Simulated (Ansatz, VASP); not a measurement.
## Ga3Se: VASP beside Ansatz

INCAR

```
SYSTEM = Ga3Se
PREC = Accurate ; ENCUT = 520
EDIFF = 1E-7 ; ISMEAR = 0
SIGMA = 0.15 ; LREAL = .FALSE.
LASPH = .TRUE. ; NELM = 80
ALGO = Normal ; ISIF = 2
LWAVE = .FALSE. ; LCHARG = .FALSE.
GGA = PS ; IVDW = 12
NBANDS = 30
```

Contents of KPOINTS:

```
regular mesh
0
G
  12 12 12
  0 0 0
```

Contents of POSCAR:

```
Ga3Se
1.0
    4.2249181734      0.0000000000      0.0000000000
    0.0000000000      4.1192952191      0.0000000000
    0.0000000000      0.0000000000      4.2249181734
Ga Se
3 1
Direct
    0.0000000000      0.5000000000      0.5000000000
    0.5000000000      0.0000000000      0.5000000000
    0.5000000000      0.5000000000      0.0000000000
    0.0000000000      0.0000000000      0.0000000000
```

Input for Ansatz:

```yaml
crystal:
  lattice:
    - [4.2249181734, 0.0, 0.0]
    - [0.0, 4.1192952191, 0.0]
    - [0.0, 0.0, 4.2249181734]
  atoms:
    - { symbol: Ga, position: [0.0, 0.5, 0.5] }
    - { symbol: Ga, position: [0.5, 0.0, 0.5] }
    - { symbol: Ga, position: [0.5, 0.5, 0.0] }
    - { symbol: Se, position: [0.0, 0.0, 0.0] }
basis:
  ecutwfc: 420
kpoints:
  mp_grid: { grid: [12, 12, 12] }
hamiltonian:
  xc: pbesol
  dispersion: d3bj
scf:
  occupations: { method: gaussian, width: 0.15 }
output:
  forces: true
  stress: true
  eigenvalues: true
```

Change from the starting cell: strain -0.0250 x Voigt [0, 1, 0, 0, 0, 0], atoms carried along.

Alike in both runs: task single point; functional PBEsol; dispersion D3(BJ); k mesh 12 × 12 × 12; occupations gaussian, width 0.15 eV; no spin polarisation.

|  | VASP | Ansatz |
| --- | --- | --- |
| version | VASP 6.6.1 | Ansatz 0.2.0 |
| potentials or method | VASP PAW PBE potentials, release 64 (Ga_d, Se), cutoff 520 eV | scalar-relativistic, plane waves, PAW |
| valence electrons in the cell | 45 | 55 |

```tsv
	VASP	Ansatz	Ansatz less VASP
gap on the k mesh at the Fermi level (eV)	none	none	-
pressure (GPa)	1.7	1.6	-0.13
traceless stress, the component that is largest in VASP (GPa)	0.05	0.05	+0.003
```

VASP's potentials were made for PBE, not for PBEsol. A gap of «none» marks a metal or a gap that the smearing closes. VASP's potentials hold 45 valence electrons a cell and Ansatz's 55, so a difference there can come from the potentials and not from the codes.
